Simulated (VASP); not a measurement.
Runs of VASP 6.6.1 on Bi. The structure is that of space group Fm-3m (No. 225), or close to it. The cells are those of the table. 

```csv
task,cell,k mesh for the DOS,occupations for the DOS,gap on the mesh (eV),pressure (GPa)
single point,"a = 3.160 Å, angles 60.0°, 1 atom",-,-,none,41.0
single point,"a = 3.436 Å, angles 60.0°, 1 atom",-,-,none,6.8
single point,"a = 3.001 Å, angles 60.0°, 1 atom",-,-,none,85.2
single point,"a = 2.824 Å, angles 60.0°, 1 atom",-,-,none,178.2
single point,"a = 2.622 Å, angles 60.0°, 1 atom",-,-,none,(a)
single point,"a = 3.303 Å, angles 60.0°, 1 atom",-,-,none,(b)
```

Alike in all rows: level PBE; potentials or basis VASP PAW PBE potentials, release 64 (Bi_d); no spin polarisation; k mesh 14 × 14 × 14; cutoff (eV) 520; smearing fermi-dirac 0.05 eV.

Question: Fill in the values left out.

Answer: (a) 400.4; (b) 18.7.

Caveats: spin-orbit coupling is left out, which moves the levels of the heavy elements.

A k mesh can miss the band edges, and the runs leave out spin-orbit coupling on Bi.

A gap of «none» marks levels without a gap at the run's occupations.
